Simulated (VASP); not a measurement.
# ZrB2 (I4/mmm) in VASP: notebook

Runs on ZrB2. Level: PBE. Tasks: relaxation of cell and atoms, single point.

All numbers are computed with VASP 6.6.1; they aren't measurements. Logs are shortened: lines on timing, memory, paths and dates and some standing lists are left out, and cuts for length are marked.

**1. The cell of the first run**

It takes space group I4/mmm (No. 139, tetragonal). The conventional cell has a = 4.481 Å, b = 4.481 Å, c = 7.069 Å, α = 90.00°, β = 90.00°, γ = 90.00°. Within 3.4 Å of Zr (site symmetry 4mm) lie 12 B at 2.58 to 2.76 Å and 5 Zr at 2.70 to 3.28 Å. Within 2.3 Å of B (site symmetry m2m) lie 3 B at 1.74 to 1.94 Å.

The cell was generated, and may not be a known phase.

**2. Relaxation of cell and atoms, PBE**

INCAR

```
PREC = Accurate
ENCUT = 600
EDIFF = 1E-6
ISMEAR = 0
SIGMA = 0.1
LREAL = F
LASPH = T
NELM = 60
ALGO = Normal
ISIF = 3
LWAVE = F
LCHARG = F
GGA = PE
IBRION = 2
NSW = 90
EDIFFG = -0.04
```

KPOINTS

```
Automatic mesh
0
Gamma
  6 6 6
```

POSCAR

```
ZrB2
1.0
   -2.2403243100      2.2403243100      3.5346044800
    2.2403243100     -2.2403243100      3.5346044800
    2.2403243100      2.2403243100     -3.5346044800
Zr B
2 4
Direct
    0.1908313700      0.1908313700      0.0000000000
    0.8091686300      0.8091686300      0.0000000000
    0.5000000000      0.1938120800      0.6938120800
    0.5000000000      0.8061879200      0.3061879200
    0.8061879200      0.5000000000      0.3061879200
    0.1938120800      0.5000000000      0.6938120800
```

Potentials or basis: VASP PAW PBE potentials, release 64 (Zr_sv, B).

The run is started by

```bash
$ cat potpaw_PBE.64/Zr_sv/POTCAR potpaw_PBE.64/B/POTCAR > POTCAR
$ mpirun -np 1 vasp_std > vasp.out
```

OUTCAR:

```text
PREC = Accurate
   ENCUT = 600
   EDIFF = 1E-6
   ISMEAR = 0
   LREAL = F
   LASPH = T
   NELM = 60
   ISIF = 3
   GGA = PE
   IBRION = 2
   NSW = 90
   EDIFFG = -0.04

 ion  position               nearest neighbor table
   1  0.191  0.191  0.000-   5 2.58   4 2.58   3 2.58   6 2.58   2 2.70   5 2.76   4 2.76   5 2.76
                             3 2.76   6 2.76   6 2.76   3 2.76   4 2.76   2 3.28   2 3.28   2 3.28
   2  0.809  0.809  0.000-   3 2.58   6 2.58   4 2.58   5 2.58   1 2.70   6 2.76   3 2.76   4 2.76
                             6 2.76   4 2.76   5 2.76   3 2.76   5 2.76   1 3.28   1 3.28   1 3.28
   3  0.500  0.194  0.694-   4 1.74   5 1.94   6 1.94   2 2.58   1 2.58   2 2.76   2 2.76   1 2.76
                             1 2.76
   4  0.500  0.806  0.306-   3 1.74   5 1.94   6 1.94   1 2.58   2 2.58   1 2.76   1 2.76   2 2.76
                             2 2.76
   5  0.806  0.500  0.306-   6 1.74   4 1.94   3 1.94   1 2.58   2 2.58   1 2.76   1 2.76   2 2.76
                             2 2.76
   6  0.194  0.500  0.694-   5 1.74   3 1.94   4 1.94   2 2.58   1 2.58   2 2.76   2 2.76   1 2.76
                             1 2.76

  LATTYP: Found a body centered tetragonal cell.
 ALAT       =     4.4806486200
 C/A-ratio  =     1.5777200043

  Lattice vectors:

 A1 = (  -2.2403243100,   2.2403243100,   3.5346044800)
 A2 = (   2.2403243100,  -2.2403243100,   3.5346044800)
 A3 = (   2.2403243100,   2.2403243100,  -3.5346044800)

Analysis of symmetry for initial positions (statically):
=====================================================================
 Subroutine PRICEL returns:
 Original cell was already a primitive cell.

 Routine SETGRP: Setting up the symmetry group for a
 body centered tetragonal supercell.

 Subroutine GETGRP returns: Found 16 space group operations
 (whereof 16 operations were pure point group operations)
 out of a pool of 16 trial point group operations.

The static configuration has the point symmetry D_4h.

Analysis of symmetry for dynamics (positions and initial velocities):
=====================================================================
 Subroutine PRICEL returns:
 Original cell was already a primitive cell.

 Routine SETGRP: Setting up the symmetry group for a
 body centered tetragonal supercell.

 Subroutine GETGRP returns: Found 16 space group operations
 (whereof 16 operations were pure point group operations)
 out of a pool of 16 trial point group operations.

The dynamic configuration has the point symmetry D_4h.

 Subroutine INISYM returns: Found 16 space group operations
 (whereof 16 operations are pure point group operations),
 and found     1 'primitive' translations

----------------------------------------------------------------------------------------

                                     Primitive cell

  volume of cell :      70.9615

  direct lattice vectors                    reciprocal lattice vectors
    -2.240324310  2.240324310  3.534604480     0.000000000  0.223181973  0.141458543
     2.240324310 -2.240324310  3.534604480     0.223181973  0.000000000  0.141458543
     2.240324310  2.240324310 -3.534604480     0.223181973  0.223181973  0.000000000

  length of vectors
     4.746739392  4.746739392  4.746739392     0.264236092  0.264236092  0.315626973

  position of ions in fractional coordinates (direct lattice)
     0.190831370  0.190831370  0.000000000
     0.809168630  0.809168630  0.000000000
     0.500000000  0.193812080  0.693812080
     0.500000000  0.806187920  0.306187920
     0.806187920  0.500000000  0.306187920
     0.193812080  0.500000000  0.693812080

  ion indices of the primitive-cell ions
   primitive index   ion index
                 1           1
                 2           2
                 3           3
                 4           4
                 5           5
                 6           6

----------------------------------------------------------------------------------------

 KPOINTS: Automatic mesh

Automatic generation of k-mesh.
 Grid dimensions read from file:
 generate k-points for:    6    6    6

 Generating k-lattice:

  Cartesian coordinates                     Fractional coordinates (reciprocal lattice)
     0.000000000  0.037196996  0.023576424     0.166666667 -0.000000000  0.000000000
     0.037196996  0.000000000  0.023576424    -0.000000000  0.166666667  0.000000000
     0.037196996  0.037196996  0.000000000     0.000000000  0.000000000  0.166666667

  Length of vectors
     0.044039349  0.044039349  0.052604496

  Shift w.r.t. Gamma in fractional coordinates (k-lattice)
     0.000000000  0.000000000  0.000000000

 Subroutine IBZKPT returns following result:
 ===========================================

 Found     30 irreducible k-points:

 Following reciprocal coordinates:
            Coordinates               Weight
  0.000000  0.000000  0.000000      1.000000
  0.166667  0.000000  0.000000      8.000000
  0.333333  0.000000 -0.000000      8.000000
  0.500000  0.000000 -0.000000      4.000000
  0.166667  0.166667 -0.000000      8.000000
  0.333333  0.166667 -0.000000     16.000000
[... 16 lines left out ...]
 -0.333333 -0.333333  0.166667      8.000000
 -0.166667 -0.333333  0.166667      8.000000
 [... further k-points ...]
   k-points           NKPTS =     30   k-points in BZ     NKDIM =     30   number of bands    NBANDS=     22
   number of dos      NEDOS =    301   number of ions     NIONS =      6
   total plane-waves  NPLWV =  64000
   dimension x,y,z NGX =    40 NGY =   40 NGZ =   40
   dimension x,y,z NGXF=    80 NGYF=   80 NGZF=   80
   ions per type =               2   4
   NGX,Y,Z   is equivalent  to a cutoff of  14.01, 14.01, 14.01 a.u.
   NGXF,Y,Z  is equivalent  to a cutoff of  28.02, 28.02, 28.02 a.u.
 SYSTEM =  unknown system
   PREC   = accura    normal or accurate (medium, high low for compatibility)
   ISTART =      0    job   : 0-new  1-cont  2-samecut
   ICHARG =      2    charge: 1-file 2-atom 10-const
   ISPIN  =      1    spin polarized calculation?
   LNONCOLLINEAR =      F non collinear calculations
   LSORBIT =      F    spin-orbit coupling
   LASPH  =      T    aspherical Exc in radial PAW
   ENCUT  =  600.0 eV  44.10 Ry    6.64 a.u.   9.48  9.48  9.48*2*pi/ulx,y,z
   NELM   =     60;   NELMIN=  2; NELMDL= -5     # of ELM steps
   EDIFF  = 0.1E-05   stopping-criterion for ELM
   LREAL  =      F    real-space projection
   EDIFFG = -.4E-01   stopping-criterion for IOM
   NSW    =     90    number of steps for IOM
   IBRION =      2    ionic relax: 0-MD 1-quasi-New 2-CG
   NFREE  =      1    steps in history (QN), initial steepest desc. (CG)
   ISIF   =      3    stress and relaxation
   ISYM   =      2    0-nonsym 1-usesym 2-fastsym
   POTIM  = 0.5000    time-step for ionic-motion
   TEBEG  =    0.0;   TEEND  =   0.0 temperature during run
   PSTRESS=    0.0 pullay stress
   NELECT =      36.0000    total number of electrons
   NUPDOWN=      -1.0000    fix difference up-down
   EMIN   =  10.00;   EMAX   =-10.00  energy-range for DOS
   EFERMI =   0.00;   METHOD = LEGACY
   ISMEAR =     0;   SIGMA  =   0.10  broadening in eV -4-tet -1-fermi 0-gaus
   EFERMI_NEDOS =   21; number of points for ismear=-14 and -15
   IALGO  =     38    algorithm
   IMIX   =      4    mixing-type and parameters
     AMIX     =   0.40;   BMIX     =  1.00
     AMIX_MAG =   1.60;   BMIX_MAG =  1.00
  volume/ion in A,a.u.               =      11.83        79.81
  Fermi-wavevector in a.u.,A,eV,Ry     =   1.305674  2.467366 23.195007  1.704785
  Thomas-Fermi vector in A             =   2.436527
   LORBIT       =      0    0 simple, 1 ext, 2 COOP (PROOUT), +10 PAW based schemes
   GGA     = PE    functional components
   LHFCALC =     F    Hartree Fock is set to
   AEXX    =    0.0000 exact exchange contribution
   IVDW    =     0    specifies the selected vdW correction
   LEPSILON=     F    determine dielectric tensor
   LRPA    =     F    only Hartree local field effects (RPA)
 conjugate gradient relaxation of ions
 non-spin polarized calculation
 Gauss-broadening in eV      SIGMA  =   0.10
  energy-cutoff  :      600.00
  volume of cell :       70.96
 maximum number of plane-waves:      2396
 NGX is ok and might be reduce to    40
   NGX = 19   NGY = 19   NGZ = 19

--------------------------------------- Ionic step        1  -------------------------------------------

 number of electron      36.0000000 magnetization

 Free energy of the ion-electron system (eV)
  ---------------------------------------------------
  ext. energy  EPLUGINS =         0.00000000
  ---------------------------------------------------
  free energy    TOTEN  =       -45.80559573 eV

  energy without entropy =      -45.79335163  energy(sigma->0) =      -45.79947368

------------------------ aborting loop because EDIFF is reached ----------------------------------------

  FORCE on cell =-STRESS in cart. coord.  units (eV):
  Direction    XX          YY          ZZ          XY          YZ          ZX
  --------------------------------------------------------------------------------------
  -------------------------------------------------------------------------------------
  Total      -12.4134925    -12.4134925      7.6536919      0.0000000      0.0000000      0.0000000
  in kB     -280.2734580   -280.2734580    172.8060577      0.0000000      0.0000000      0.0000000
  external PRESSURE =    -129.2469528 kB  Pullay stress =       0.0000000 kB
[... 25 lines left out ...]
  energy  without entropy=      -45.7933516331  energy(sigma->0) =      -45.79947368

--------------------------------------- Ionic step        2  -------------------------------------------

 number of electron      36.0000000 magnetization

 E-fermi :  10.5707     XC(G=0): -12.4039

 val. band max:       10.4482038066   @ k =   0.3333   0.3333   0.1667
 cond. band min:      10.6451114825   @ k =  -0.3333  -0.3333   0.3333
 fundamental gap:      0.1969076759
 Fermi energy:        10.5707280310

 k-point     1 :       0.0000    0.0000    0.0000
  band No.  band energies     occupation
      1     -38.2244      2.00000
      2     -37.9188      2.00000
      3     -16.6361      2.00000
      4     -16.6361      2.00000
      5     -16.4173      2.00000
      6     -16.0519      2.00000
[... 828 lines left out ...]
  energy  without entropy=      -47.0854003485  energy(sigma->0) =      -47.08731318

--------------------------------------- Ionic step        8  -------------------------------------------

 number of electron      36.0000000 magnetization

 Free energy of the ion-electron system (eV)
  ---------------------------------------------------
  ext. energy  EPLUGINS =         0.00000000
  ---------------------------------------------------
  free energy    TOTEN  =       -47.08933493 eV

  energy without entropy =      -47.08557587  energy(sigma->0) =      -47.08745540

 E-fermi :   9.7548     XC(G=0): -12.0886

 val. band max:        9.7323618987   @ k =   0.1667   0.0000   0.0000
 cond. band min:       9.7832315560   @ k =   0.3333   0.3333   0.1667
 fundamental gap:      0.0508696573
 Fermi energy:         9.7548221418

 k-point     1 :       0.0000    0.0000    0.0000
  band No.  band energies     occupation
      1     -39.0909      2.00000
      2     -38.8535      2.00000
      3     -17.3873      2.00000
      4     -17.3598      2.00000
      5     -17.3598      2.00000
      6     -16.8593      2.00000
[... 624 lines left out ...]
  FREE ENERGIE OF THE ION-ELECTRON SYSTEM (eV)
  ---------------------------------------------------
  free  energy   TOTEN  =       -47.0893349334 eV

  energy  without entropy=      -47.0855758695  energy(sigma->0) =      -47.08745540

 reached required accuracy - stopping structural energy minimisation
```

It took 9 min on 1 thread of Intel Xeon Platinum 8375C at 2.90GHz (Ice Lake), shared host; peak memory 0.27 GiB.

What came out:

* Free energy: -47.0893 eV
* Relaxed volume: 10.89 Å³/atom
* Relaxed cell: a = 4.782 Å, b = 4.782 Å, c = 4.782 Å, α = 128.35°, β = 128.35°, γ = 76.06°
* Space group after relaxing (to 0.1 Å): I4/mmm (No. 139)
* Energy gained by relaxing: 214.0 meV/atom
* Ionic steps: 8
* Pressure after relaxing: 0.1 GPa
* Largest force after relaxing: 0.021 eV/Å
* Band gap on the k mesh: zero (bands 18 and 19 overlap by 1.13 eV)

Forces on the atoms (eV/Å):
```
Zr   0.000  0.000  0.016
Zr   0.000  0.000 -0.016
B   -0.021  0.000  0.000
B    0.021  0.000  0.000
B    0.000  0.021  0.000
B    0.000 -0.021  0.000
```

Stress tensor (GPa, compression positive):
```
0.05 0.00 0.00
0.00 0.05 0.00
0.00 0.00 0.14
```

The path:
```csv
step,energy change (eV),largest force (eV/Å),pressure (GPa),volume (Å³)
1,0.0000,1.1846,-12.92,70.96
2,-0.9208,1.5721,16.62,61.04
3,-1.2077,0.9226,4.26,64.07
4,-1.2730,0.2871,-1.73,66.02
5,-1.2800,0.2687,-0.44,65.54
6,-1.2824,0.1523,0.06,65.38
7,-1.2836,0.0436,-0.11,65.44
8,-1.2837,0.0207,0.08,65.37
```

Final structure:
```
CELL_PARAMETERS angstrom
-2.08302 2.08302 3.76633
2.08302 -2.08302 3.76633
2.08302 2.08302 -3.76633
ATOMIC_POSITIONS crystal
Zr 0.19126 0.19126 0.00000
Zr 0.80874 0.80874 0.00000
B 0.50000 0.20105 0.70105
B 0.50000 0.79895 0.29895
B 0.79895 0.50000 0.29895
B 0.20105 0.50000 0.70105
```

Levels at points of the mesh, in eV from the Fermi level:
```
           k point  band 16  band 17  band 18  band 19  band 20  band 21
(0.00, 0.00, 0.00)    -3.47    -1.01     0.68     0.68     3.00     3.69
(0.50, 0.00, 0.00)    -2.89    -1.30    -0.65     1.94     2.38     2.51
(0.50, 0.50, 0.00)    -1.06    -0.76    -0.59     0.45     0.83     0.97
(0.50, 0.50, 0.50)    -0.89    -0.43    -0.43    -0.25    -0.25     0.59
```

**3. Single point, PBE**

This run uses another cell than the first one, of 10.89 Å³/atom.

INCAR

```
PREC = Accurate
ENCUT = 520
EDIFF = 1E-6
ISMEAR = 0
SIGMA = 0.1
LREAL = False
LASPH = True
NELM = 80
ALGO = Normal
ISIF = 2
LWAVE = False
LCHARG = False
GGA = PE
NBANDS = 27
```

KPOINTS

```
Automatic mesh
0
Gamma
  12 12 12
```

POSCAR

```
ZrB2
1.0
   -2.0818903279      2.0818903279      3.7695740491
    2.0818903279     -2.0818903279      3.7695740491
    2.0818903279      2.0818903279     -3.7695740491
Zr B
2 4
Direct
    0.1912494340      0.1912494340      0.0000000000
    0.8087505660      0.8087505660      0.0000000000
    0.5000000000      0.2008580608      0.7008580608
    0.5000000000      0.7991419392      0.2991419392
    0.7991419392      0.5000000000      0.2991419392
    0.2008580608      0.5000000000      0.7008580608
```

Potentials or basis: VASP PAW PBE potentials, release 64 (Zr_sv, B).

The run is started by

```bash
$ cat potpaw_PBE.64/Zr_sv/POTCAR potpaw_PBE.64/B/POTCAR > POTCAR
$ mpirun -np 1 vasp_std > vasp.out
```

Run time: 5.2 min. Hardware: 1 thread of Intel Xeon Platinum 8375C at 2.90GHz (Ice Lake), shared host; peak memory 0.37 GiB.

The run converged. Its results:

* Free energy: -47.0805 eV
* Pressure: 0.1 GPa
* Band gap on the k mesh: zero (bands 18 and 19 overlap by 1.13 eV)

Forces on the atoms (eV/Å):
```
Zr   0.000  0.000 -0.002
Zr   0.000  0.000  0.002
B    0.002  0.000  0.000
B   -0.002  0.000  0.000
B    0.000 -0.002  0.000
B    0.000  0.002  0.000
```

Levels at points of the mesh, in eV from the Fermi level:
| k point | band 15 | band 16 | band 17 | band 18 | band 19 | band 20 | band 21 | band 22 |
| --- | --- | --- | --- | --- | --- | --- | --- | --- |
| (0.00, 0.00, 0.00) | -3.80 | -3.38 | -0.94 | 0.77 | 0.77 | 3.07 | 3.77 | 3.77 |
| (0.50, 0.00, 0.00) | -4.15 | -2.81 | -1.22 | -0.58 | 2.02 | 2.46 | 2.59 | 3.15 |
| (0.50, 0.50, 0.00) | -2.60 | -0.98 | -0.68 | -0.51 | 0.53 | 0.91 | 1.05 | 2.28 |
| (0.50, 0.50, 0.50) | -1.65 | -0.82 | -0.35 | -0.35 | -0.17 | -0.17 | 0.65 | 0.92 |

**4. Single point, PBE, collinear spin**

This run uses another cell than the first one, of 10.89 Å³/atom.

INCAR

```
SYSTEM = ZrB2
PREC = Accurate ; ENCUT = 520
EDIFF = 1E-7 ; ISMEAR = 0
SIGMA = 0.1 ; LREAL = .FALSE.
LASPH = .TRUE. ; NELM = 150
ALGO = Normal ; ISIF = 2
LWAVE = .FALSE. ; LCHARG = .TRUE.
ISPIN = 2 ; MAGMOM = 1 1 0 0 0 0
LORBIT = 11 ; LMAXMIX = 4
GGA = PE ; LELF = .TRUE.
LVHAR = .TRUE. ; NBANDS = 31
```

KPOINTS

```
Automatic mesh
0
G
  6 6 6
  0 0 0
```

POSCAR

```
ZrB2
1.0
   -2.0830835166      2.0830835166      3.7653344090
    2.0830835166     -2.0830835166      3.7653344090
    2.0830835166      2.0830835166     -3.7653344090
Zr B
2 4
Direct
    0.1913496829      0.1913496829      0.0000000000
    0.8086503171      0.8086503171      0.0000000000
    0.5000000000      0.2009638295      0.7009638295
    0.5000000000      0.7990361705      0.2990361705
    0.7990361705      0.5000000000      0.2990361705
    0.2009638295      0.5000000000      0.7009638295
```

The run is started by

```bash
$ cat potpaw_PBE.64/Zr_sv/POTCAR potpaw_PBE.64/B/POTCAR > POTCAR
$ mpirun -np 1 vasp_std > vasp.out
```

Run time: 2.5 min. Hardware: 1 thread of Intel Xeon Platinum 8375C at 2.90GHz (Ice Lake), shared host; peak memory 0.28 GiB.

The run converged. Its results:

* Free energy: -47.0845 eV
* Pressure: 0.1 GPa
* Largest force: 0.004 eV/Å
* Band gap on the k mesh: zero (filled and empty bands overlap)
* Net moment: 0.00 μB per cell
* Valence electrons inside the program's atomic spheres: Zr 9.91; B 1.95

Forces in eV/Å, atoms in the order of the input:
```
Zr   0.000  0.000  0.001
Zr   0.000  0.000 -0.001
B   -0.004  0.000  0.000
B    0.004  0.000  0.000
B    0.000  0.004  0.000
B    0.000 -0.004  0.000
```

Stress tensor (GPa, compression positive):
```
0.01 0.00 0.00
0.00 0.01 0.00
0.00 0.00 0.23
```

Levels at points of the mesh, in eV from the Fermi level:
Spin up:
```
           k point  band 16  band 17  band 18  band 19  band 20  band 21
(0.00, 0.00, 0.00)    -3.47    -1.01     0.68     0.68     3.00     3.70
(0.50, 0.00, 0.00)    -2.89    -1.30    -0.65     1.94     2.38     2.51
(0.50, 0.50, 0.00)    -1.06    -0.76    -0.59     0.46     0.83     0.97
(0.50, 0.50, 0.50)    -0.89    -0.43    -0.43    -0.25    -0.25     0.59
```
Spin down:
```csv
k point,band 16,band 17,band 18,band 19,band 20,band 21
"(0.00, 0.00, 0.00)",-3.47,-1.01,0.68,0.68,3.00,3.70
"(0.50, 0.00, 0.00)",-2.89,-1.30,-0.65,1.94,2.38,2.51
"(0.50, 0.50, 0.00)",-1.06,-0.76,-0.59,0.46,0.83,0.97
"(0.50, 0.50, 0.50)",-0.89,-0.43,-0.43,-0.25,-0.25,0.59
```

**5. The runs side by side**

```tsv
task	spin	cell	k mesh	cutoff (eV)	gap on the mesh (eV)	pressure (GPa)
relaxation of cell and atoms	off	relaxed from a = 4.747 Å, angles 123.7, 123.7, 83.7°, 6 atoms, atomic positions A	6 × 6 × 6	600	none	0.1
single point	off	a = 4.783 Å, angles 128.4, 128.4, 76.0°, 6 atoms, atomic positions B	12 × 12 × 12	520	none	0.1
single point	collinear	a = 4.781 Å, angles 128.3, 128.3, 76.1°, 6 atoms, atomic positions C	6 × 6 × 6	520	none	0.1
```

Alike in all rows: level PBE; potentials or basis VASP PAW PBE potentials, release 64 (Zr_sv, B); smearing gaussian 0.1 eV.

Total energies depend on the potentials used, so only differences within one code and one set of settings carry meaning.

The gap in the log of VASP goes by the Fermi energy; the results here count the filled bands.